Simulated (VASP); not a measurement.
Set up this calculation in VASP 6.6.1, as the native input.

| Item | Value |
| --- | --- |
| Task | single point |
| Functional | PBE |
| Potentials or basis | VASP PAW PBE potentials, release 64 (Li_sv) |
| Cutoff | 520 eV |
| k mesh | 13 × 13 × 13 |
| Occupations | fermi-dirac, width 0.08 eV |
| Spin | no spin polarisation |
| Dipole correction | no |
| Further INCAR settings | ALGO = Normal; EDIFF = 1e-06; NBANDS = 8 |

The structure of Li lies in POSCAR:

```
Li
1.0
    0.0000000000      2.1359400000      2.2020000000
    2.1359400000      0.0000000000      2.2020000000
    2.1359400000      2.1359400000      0.0000000000
Li
1
Direct
    0.0000000000      0.0000000000      0.0000000000
```

This cell differs from its parent crystal: equal xx and yy strain of -3 %.

One way to write it, as run:

INCAR

```
SYSTEM = Li
PREC = Accurate
ENCUT = 520
EDIFF = 1E-6
ISMEAR = -1
SIGMA = 0.08
LREAL = .False.
LASPH = .True.
NELM = 80
ALGO = Normal
ISIF = 2
LWAVE = .False.
LCHARG = .False.
GGA = PE
NBANDS = 8
```

KPOINTS

```
Automatic mesh
0
Gamma
  13 13 13
  0 0 0
```

Potentials or basis: VASP PAW PBE potentials, release 64 (Li_sv).

Run with:

```sh
$ cat potpaw_PBE.64/Li_sv/POTCAR > POTCAR
$ mpirun -np 1 vasp_std > vasp.out
```

Run time: 21 s on 1 thread of AMD EPYC 7R43 64-Core Processor (Zen 3) (shared host), peak memory 0.11 GiB.
